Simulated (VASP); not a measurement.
# HfN (Fm-3m) in VASP: further runs

HfN is run at these levels: r2SCAN, r2SCAN+rVV10; tasks: relaxation of cell and atoms.

Everything below comes from runs of VASP 6.6.1. Logs are shortened: lines on timing, memory, paths and dates and some standing lists are left out, and cuts for length are marked.

## (1) The cell of the first run

Symmetry: Fm-3m, No. 225, cubic system. The conventional cell has a = 4.512 Å, b = 4.512 Å, c = 4.512 Å, α = 90.00°, β = 90.00°, γ = 90.00°. Within 3.0 Å of Hf (site symmetry m-3m) lie 6 N at 2.26 Å. Within 3.0 Å of N (site symmetry m-3m) lie 6 Hf at 2.26 Å.

## (2) Relaxation of cell and atoms, r2SCAN

The input, POSCAR:

```
HfN
1.0
    3.1904660000      0.0000000000      0.0000000000
    1.5952330000      2.7630246059      0.0000000000
    1.5952330000      0.9210082020      2.6050045806
Hf N
1 1
Direct
    0.0000000000      0.0000000000      0.0000000000
    0.5000000000      0.5000000000      0.5000000000
```

The input, INCAR.step1:

```
ALGO = Normal ; EDIFF = 1E-4
ENCUT = 600 ; GGA = PE
ISMEAR = 1 ; LASPH = T
LCHARG = F ; LREAL = F
LWAVE = T ; NELM = 100
PREC = Accurate ; SIGMA = 0.1
```

The input, INCAR.step2:

```
ALGO = Normal ; EDIFF = 1E-7
EDIFFG = -0.01 ; ENCUT = 600
IBRION = 2 ; ISIF = 3
ISMEAR = 1 ; ISTART = 1
LASPH = T ; LCHARG = F
LMIXTAU = T ; LREAL = F
LWAVE = F ; METAGGA = R2SCAN
NELM = 100 ; NSW = 80
PREC = Accurate ; SIGMA = 0.1
```

The input, KPOINTS:

```
k-points
0
Gamma
  11 11 11
```

Potentials or basis: VASP PAW PBE potentials, release 64 (Hf_pv, N).

Started as:

```
cat potpaw_PBE.64/Hf_pv/POTCAR potpaw_PBE.64/N/POTCAR > POTCAR
cp INCAR.step1 INCAR
mpirun -np 1 vasp_std > vasp.out
cp INCAR.step2 INCAR
mpirun -np 1 vasp_std > vasp.out
```

OUTCAR:

```text
EDIFF = 1E-7
   EDIFFG = -0.01
   ENCUT = 600
   IBRION = 2
   ISIF = 3
   ISMEAR = 1
   ISTART = 1
   LASPH = T
   LREAL = F
   METAGGA = R2SCAN
   NELM = 100
   NSW = 80
   PREC = Accurate

 ion  position               nearest neighbor table
   1  0.000  0.000  0.000-   2 2.26   2 2.26   2 2.26   2 2.26   2 2.26   2 2.26
   2  0.500  0.500  0.500-   1 2.26   1 2.26   1 2.26   1 2.26   1 2.26   1 2.26

  LATTYP: Found a face centered cubic cell.
 ALAT       =     4.5120002875

  Lattice vectors:

 A1 = (   3.1904660000,   0.0000000000,   0.0000000000)
 A2 = (   1.5952330000,   2.7630246059,   0.0000000000)
 A3 = (   1.5952330000,   0.9210082020,   2.6050045806)

Analysis of symmetry for initial positions (statically):
=====================================================================
 Subroutine PRICEL returns:
 Original cell was already a primitive cell.

 Routine SETGRP: Setting up the symmetry group for a
 face centered cubic supercell.

 Subroutine GETGRP returns: Found 48 space group operations
 (whereof 48 operations were pure point group operations)
 out of a pool of 48 trial point group operations.

The static configuration has the point symmetry O_h .

Analysis of symmetry for dynamics (positions and initial velocities):
=====================================================================
 Subroutine PRICEL returns:
 Original cell was already a primitive cell.

 Routine SETGRP: Setting up the symmetry group for a
 face centered cubic supercell.

 Subroutine GETGRP returns: Found 48 space group operations
 (whereof 48 operations were pure point group operations)
 out of a pool of 48 trial point group operations.

The dynamic configuration has the point symmetry O_h .

 Subroutine INISYM returns: Found 48 space group operations
 (whereof 48 operations are pure point group operations),
 and found     1 'primitive' translations

----------------------------------------------------------------------------------------

                                     Primitive cell

  volume of cell :      22.9640

  direct lattice vectors                    reciprocal lattice vectors
     3.190466000  0.000000000  0.000000000     0.313433837 -0.180961110 -0.127958828
     1.595233000  2.763024606  0.000000000     0.000000000  0.361922220 -0.127958828
     1.595233000  0.921008202  2.605004581     0.000000000  0.000000000  0.383876484

  length of vectors
     3.190466000  3.190466000  3.190466000     0.383876484  0.383876484  0.383876484

  position of ions in fractional coordinates (direct lattice)
     0.000000000  0.000000000  0.000000000
     0.500000000  0.500000000  0.500000000

  ion indices of the primitive-cell ions
   primitive index   ion index
                 1           1
                 2           2

----------------------------------------------------------------------------------------

 KPOINTS: k-points

Automatic generation of k-mesh.
 Grid dimensions read from file:
 generate k-points for:   11   11   11

 Generating k-lattice:

  Cartesian coordinates                     Fractional coordinates (reciprocal lattice)
     0.028493985 -0.016451010 -0.011632621     0.090909091  0.000000000  0.000000000
     0.000000000  0.032902020 -0.011632621     0.000000000  0.090909091  0.000000000
     0.000000000  0.000000000  0.034897862     0.000000000  0.000000000  0.090909091

  Length of vectors
     0.034897862  0.034897862  0.034897862

  Shift w.r.t. Gamma in fractional coordinates (k-lattice)
     0.000000000  0.000000000  0.000000000

 Subroutine IBZKPT returns following result:
 ===========================================

 Found     56 irreducible k-points:

 Following reciprocal coordinates:
            Coordinates               Weight
  0.000000  0.000000  0.000000      1.000000
  0.090909 -0.000000  0.000000      8.000000
  0.181818  0.000000 -0.000000      8.000000
  0.272727 -0.000000 -0.000000      8.000000
  0.363636  0.000000 -0.000000      8.000000
  0.454545  0.000000  0.000000      8.000000
[... 16 lines left out ...]
 -0.272727  0.181818  0.000000     24.000000
 -0.181818  0.181818 -0.000000     12.000000
 [... further k-points ...]
   k-points           NKPTS =     56   k-points in BZ     NKDIM =     56   number of bands    NBANDS=     11
   number of dos      NEDOS =    301   number of ions     NIONS =      2
   total plane-waves  NPLWV =  21952
   dimension x,y,z NGX =    28 NGY =   28 NGZ =   28
   dimension x,y,z NGXF=    56 NGYF=   56 NGZF=   56
   ions per type =               1   1
   NGX,Y,Z   is equivalent  to a cutoff of  14.59, 14.59, 14.59 a.u.
   NGXF,Y,Z  is equivalent  to a cutoff of  29.18, 29.18, 29.18 a.u.
 SYSTEM =  unknown system
   PREC   = accura    normal or accurate (medium, high low for compatibility)
   ISTART =      1    job   : 0-new  1-cont  2-samecut
   ICHARG =      0    charge: 1-file 2-atom 10-const
   ISPIN  =      1    spin polarized calculation?
   LNONCOLLINEAR =      F non collinear calculations
   LSORBIT =      F    spin-orbit coupling
   LASPH  =      T    aspherical Exc in radial PAW
   ENCUT  =  600.0 eV  44.10 Ry    6.64 a.u.   6.37  6.37  6.37*2*pi/ulx,y,z
   NELM   =    100;   NELMIN=  2; NELMDL=  0     # of ELM steps
   EDIFF  = 0.1E-06   stopping-criterion for ELM
   LREAL  =      F    real-space projection
   EDIFFG = -.1E-01   stopping-criterion for IOM
   NSW    =     80    number of steps for IOM
   IBRION =      2    ionic relax: 0-MD 1-quasi-New 2-CG
   NFREE  =      1    steps in history (QN), initial steepest desc. (CG)
   ISIF   =      3    stress and relaxation
   ISYM   =      2    0-nonsym 1-usesym 2-fastsym
   POTIM  = 0.5000    time-step for ionic-motion
   TEBEG  =    0.0;   TEEND  =   0.0 temperature during run
   PSTRESS=    0.0 pullay stress
   NELECT =      15.0000    total number of electrons
   NUPDOWN=      -1.0000    fix difference up-down
   EMIN   =  10.00;   EMAX   =-10.00  energy-range for DOS
   EFERMI =   0.00;   METHOD = LEGACY
   ISMEAR =     1;   SIGMA  =   0.10  broadening in eV -4-tet -1-fermi 0-gaus
   EFERMI_NEDOS =   21; number of points for ismear=-14 and -15
   IALGO  =     38    algorithm
   IMIX   =      4    mixing-type and parameters
     AMIX     =   0.40;   BMIX     =  1.00
     AMIX_MAG =   1.60;   BMIX_MAG =  1.00
  volume/ion in A,a.u.               =      11.48        77.48
  Fermi-wavevector in a.u.,A,eV,Ry     =   1.420440  2.684242 27.451780  2.017649
  Thomas-Fermi vector in A             =   2.541355
   LORBIT       =      0    0 simple, 1 ext, 2 COOP (PROOUT), +10 PAW based schemes
   METAGGA = R2SCAN    functional components
   LHFCALC =     F    Hartree Fock is set to
   AEXX    =    0.0000 exact exchange contribution
   IVDW    =     0    specifies the selected vdW correction
   LEPSILON=     F    determine dielectric tensor
   LRPA    =     F    only Hartree local field effects (RPA)
 conjugate gradient relaxation of ions
 non-spin polarized calculation
 Methfessel and Paxton  Order N= 1 SIGMA  =   0.10
  energy-cutoff  :      600.00
  volume of cell :       22.96
 maximum number of plane-waves:       781
 NGX is ok and might be reduce to    28
   NGX = 13   NGY = 13   NGZ = 13

 number of electron      15.0000002 magnetization

 Free energy of the ion-electron system (eV)
  ---------------------------------------------------
  ext. energy  EPLUGINS =         0.00000000
  ---------------------------------------------------
  free energy    TOTEN  =       -58.23026678 eV

  energy without entropy =      -58.23029451  energy(sigma->0) =      -58.23027602

 E-fermi :   8.5098     XC(G=0): -13.5862

 val. band max:        8.5064569918   @ k =   0.4545   0.1818   0.0000
 cond. band min:       8.5378956468   @ k =  -0.0909   0.0909   0.0000
 fundamental gap:      0.0314386550
 Fermi energy:         8.5097996560

 k-point     1 :       0.0000    0.0000    0.0000
  band No.  band energies     occupation
      1     -23.9575      2.00000
      2     -23.9575      2.00000
      3     -23.9575      2.00000
      4     -10.1564      2.00000
      5       5.1378      2.00000
      6       5.1378      2.00000
      7       5.1378      2.00000
      8       8.2265      2.00046
      9       8.2265      2.00046
     10       8.2265      2.00046
     11      10.5858      0.00000

 k-point     2 :       0.0909   -0.0000    0.0000
  band No.  band energies     occupation
      1     -24.0433      2.00000
      2     -23.9642      2.00000
      3     -23.9642      2.00000
      4      -9.9658      2.00000
      5       4.3639      2.00000
      6       4.6769      2.00000
      7       4.6769      2.00000
      8       8.4215      2.01674
      9       8.5036      1.10545
     10       8.5036      1.10544
     11      11.2163      0.00000

 k-point     3 :       0.1818    0.0000   -0.0000
  band No.  band energies     occupation
      1     -24.2659      2.00000
      2     -23.9822      2.00000
      3     -23.9822      2.00000
      4      -9.4445      2.00000
      5       2.8469      2.00000
      6       3.7665      2.00000
      7       3.7665      2.00000
      8       8.7621     -0.00209
      9       9.2092     -0.00000
     10       9.2092     -0.00000
     11      12.5767      0.00000

 k-point     4 :       0.2727   -0.0000   -0.0000
  band No.  band energies     occupation
      1     -24.5423      2.00000
      2     -24.0055      2.00000
      3     -24.0055      2.00000
      4      -8.7262      2.00000
      5       1.3072      2.00000
      6       2.9011      2.00000
      7       2.9011      2.00000
      8       9.3544     -0.00000
      9      10.2279     -0.00000
     10      10.2279     -0.00000
     11      13.8557      0.00000
[... 239 lines left out ...]
 k-point    22 :      -0.3636    0.1818    0.0000
  band No.  band energies     occupation
      1     -24.7837      2.00000
      2     -24.2483      2.00000
      3     -24.0623      2.00000
      4      -7.8922      2.00000
      5       0.0506      2.00000
      6       2.1415      2.00000
      7       2.4418      2.00000
      8      10.7486      0.00000
      9      11.4764      0.00000
     10      11.6155      0.00000
     11      14.4539      0.00000

 k-point    23 :      -0.2727    0.1818    0.0000
  band No.  band energies     occupation
      1     -24.6637      2.00000
      2     -24.2286      2.00000
      3     -24.0225      2.00000
      4      -8.1790      2.00000
      5       0.4118      2.00000
      6       2.2256      2.00000
      7       2.8714      2.00000
      8       9.9957     -0.00000
      9      10.5425      0.00000
     10      12.2233      0.00000
     11      13.1081      0.00000

 k-point    24 :      -0.1818    0.1818   -0.0000
  band No.  band energies     occupation
      1     -24.5106      2.00000
      2     -24.1566      2.00000
      3     -23.9897      2.00000
      4      -8.6425      2.00000
      5       1.1226      2.00000
      6       2.5681      2.00000
      7       3.3723      2.00000
      8       9.4196     -0.00000
      9       9.6793     -0.00000
     10      11.7507      0.00000
     11      11.9763      0.00000

 [... further k-points ...]
[... 5 lines left out ...]
  --------------------------------------------------------------------------------------
  -------------------------------------------------------------------------------------
  Total       -0.0047003     -0.0047003     -0.0047003      0.0000000     -0.0000000     -0.0000000
  in kB       -0.3279376     -0.3279376     -0.3279376      0.0000000     -0.0000000     -0.0000000
  external PRESSURE =      -0.3279376 kB  Pullay stress =       0.0000000 kB

 VOLUME and BASIS-vectors are now :
 -----------------------------------------------------------------------------
  energy-cutoff  :      600.00
  volume of cell :       22.96
      direct lattice vectors                 reciprocal lattice vectors
     3.190466000  0.000000000  0.000000000     0.313433837 -0.180961110 -0.127958828
     1.595233000  2.763024606  0.000000000     0.000000000  0.361922220 -0.127958828
     1.595233000  0.921008202  2.605004581     0.000000000  0.000000000  0.383876484

 POSITION                                       TOTAL-FORCE (eV/Angst)
 -----------------------------------------------------------------------------------
      0.00000      0.00000      0.00000         0.000000     -0.000000      0.000000
      3.19047      1.84202      1.30250        -0.000000      0.000000      0.000000
 -----------------------------------------------------------------------------------
    total drift:                                0.000000      0.000000      0.000000

  FREE ENERGIE OF THE ION-ELECTRON SYSTEM (eV)
  ---------------------------------------------------
  free  energy   TOTEN  =       -58.2302667794 eV

  energy  without entropy=      -58.2302945063  energy(sigma->0) =      -58.23027602

 reached required accuracy - stopping structural energy minimisation
```

It took 41 s on 1 thread of Intel Xeon 6975P-C (Granite Rapids), shared host; peak memory 0.18 GiB.

What came out:

* Free energy: -58.2303 eV
* Pressure after relaxing: 0.0 GPa

Final structure:
```
Hf N
1.0
     3.19047    0.00000    0.00000
     1.59523    2.76302    0.00000
     1.59523    0.92101    2.60500
Hf N
1 1
Direct
  0.00000 0.00000 0.00000
  0.50000 0.50000 0.50000
```

Levels at points of the mesh, in eV from the Fermi level:
```csv
k point,band 5,band 6,band 7,band 8,band 9,band 10,band 11
"(0.00, 0.00, 0.00)",-3.37,-3.37,-3.37,-0.28,-0.28,-0.28,2.08
```

Caveat: the relaxation stopped at its first step, so nothing moved; the PAW data sets were made with another functional, which shifts forces and pressure a little; spin-orbit coupling is left out, which moves the levels of the heavy elements.

## (3) Relaxation of cell and atoms, r2SCAN+rVV10

POSCAR is that of step 2.

INCAR.step1, as its differences from that of step 2:

```diff
@@ -4,3 +4,3 @@
 LCHARG = F ; LREAL = F
-LWAVE = T ; NELM = 100
+LWAVE = T ; NELM = 80
 PREC = Accurate ; SIGMA = 0.1
```

The input, INCAR.step2:

```
ALGO = Normal ; BPARAM = 11.95
CPARAM = 0.0093 ; EDIFF = 1E-6
EDIFFG = -0.01 ; ENCUT = 600
IBRION = 2 ; ISIF = 3
ISMEAR = 1 ; ISTART = 1
IVDW_NL = 2 ; LASPH = T
LCHARG = F ; LMIXTAU = T
LREAL = F ; LUSE_VDW = T
LWAVE = F ; METAGGA = R2SCAN
NELM = 80 ; NSW = 80
PREC = Accurate ; SIGMA = 0.1
```

KPOINTS is that of step 2.

Potentials or basis: VASP PAW PBE potentials, release 64 (Hf_pv, N).

Started as:

```
cat potpaw_PBE.64/Hf_pv/POTCAR potpaw_PBE.64/N/POTCAR > POTCAR
cp INCAR.step1 INCAR
mpirun -np 1 vasp_std > vasp.out
cp INCAR.step2 INCAR
mpirun -np 1 vasp_std > vasp.out
```

Wall time 2.7 min (1 thread of Intel Xeon 6975P-C (Granite Rapids), shared host); peak memory 0.28 GiB.

It converged, with:

```yaml
Free_energy: -58.0057 eV
Relaxed_volume: 11.43 Å³/atom
Relaxed_cell: a = 3.186 Å, b = 3.186 Å, c = 3.186 Å, α = 60.00°, β = 60.00°, γ = 60.00°
Space_group_after_relaxing_to_0.05_Å: Fm-3m (No. 225)
Energy_gained_by_relaxing: 0.2 meV/atom
Ionic_steps: 3
Pressure_after_relaxing: -0.1 GPa
```

Step by step:
| step | energy change (eV) | largest force (eV/Å) | pressure (GPa) | volume (Å³) |
| --- | --- | --- | --- | --- |
| 1 | 0.0000 | 0.0000 | -1.33 | 22.96 |
| 2 | 0.0015 | 0.0000 | 2.79 | 22.65 |
| 3 | -0.0004 | 0.0000 | -0.09 | 22.87 |

Final structure:
```xyz
2
Lattice="3.1859 0.0000 0.0000 1.5930 2.7591 0.0000 1.5930 0.9197 2.6013" Properties=species:S:1:pos:R:3 pbc="T T T"
Hf    0.0000    0.0000    0.0000
N     3.1859    1.8394    1.3006
```

Levels at points of the mesh, in eV from the Fermi level:
```tsv
k point	band 6	band 7	band 8	band 9	band 10	band 11
(0.00, 0.00, 0.00)	-3.37	-3.37	-0.28	-0.28	-0.28	2.18
```

Caveat: the PAW data sets were made with another functional, which shifts forces and pressure a little; spin-orbit coupling is left out, which moves the levels of the heavy elements.
